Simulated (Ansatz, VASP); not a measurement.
# SiNi in VASP and in Ansatz

```
Si Ni
1.0
     3.35777    0.00000    0.00000
     0.00000    5.08783    0.00000
     0.00000    0.00000   25.09873
Si Ni
8 8
Cartesian
  2.5183 0.9085 7.5000
  2.5183 3.4525 9.3070
  0.8394 1.6354 10.2639
  0.8394 4.1793 12.0709
  2.5183 0.9085 13.0278
  2.5183 3.4525 14.8348
  0.8394 1.6354 15.7917
  0.8394 4.1793 17.5987
  0.8394 2.4966 8.0574
  0.8394 5.0405 8.7496
  2.5183 0.0473 10.8213
  2.5183 2.5912 11.5135
  0.8394 2.4966 13.5852
  0.8394 5.0405 14.2774
  2.5183 0.0473 16.3491
  2.5183 2.5912 17.0414
```

Alike in both runs: task single point; functional PBEsol; k mesh 10 × 7 × 1; occupations gaussian, width 0.1 eV; no spin polarisation.

|  | VASP | Ansatz |
| --- | --- | --- |
| version | VASP 6.6.1 | Ansatz 0.2.0 |
| potentials or method | VASP PAW PBE potentials, release 64 (Si, Ni), cutoff 520 eV | scalar-relativistic, plane waves, PAW |
| valence electrons in the cell | 112 | 176 |

|  | VASP | Ansatz | Ansatz less VASP |
| --- | --- | --- | --- |
| gap on the k mesh at the Fermi level (eV) | none | none | - |
| rms of the force components (eV/Å) | 0.274 | 0.281 | +0.0065 |

VASP's potentials were made for PBE, not for PBEsol. A gap of «none» marks a metal or a gap that the smearing closes. VASP's potentials hold 112 valence electrons a cell and Ansatz's 176, so a difference there can come from the potentials and not from the codes. Ansatz's warnings: xc potential rough in thin density.
